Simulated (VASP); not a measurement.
Here is a VASP 6.6.1 calculation.

INCAR

```
SYSTEM = Ce
PREC = Accurate
ENCUT = 520
EDIFF = 1E-7
ISMEAR = -1
SIGMA = 0.13605693000000002
LREAL = .FALSE.
LASPH = .TRUE.
NELM = 100
ALGO = Normal
ISIF = 2
LWAVE = .FALSE.
LCHARG = .FALSE.
GGA = PE
NBANDS = 19
```

File KPOINTS:

```
regular mesh
0
G
  8 8 8
  0 0 0
```

POSCAR

```
Ce
1.0
    0.0000000000      3.1227599947      3.1227599947
    3.1227599947      0.0000000000      3.1227599947
    3.1227599947      3.1227599947      0.0000000000
Ce
2
Direct
    0.0000000000      0.0000000000      0.0000000000
    0.2500000000      0.2500000000      0.2500000000
```

Potentials or basis: VASP PAW PBE potentials, release 64 (Ce).

Command:

```bash
$ cat potpaw_PBE.64/Ce/POTCAR > POTCAR
$ mpirun -np 1 vasp_std > vasp.out
```

What does it give for the band gap on the k mesh?

Zero (band 12 reaches 7.77 eV, above the bottom of band 13 at 7.14 eV).

What does it give for the pressure?

-0.2 GPa.

Caveat: spin-orbit coupling is left out, which moves the levels of the heavy elements. Spin polarisation is off, so any magnetic state and its effect on volume and gap are missing.
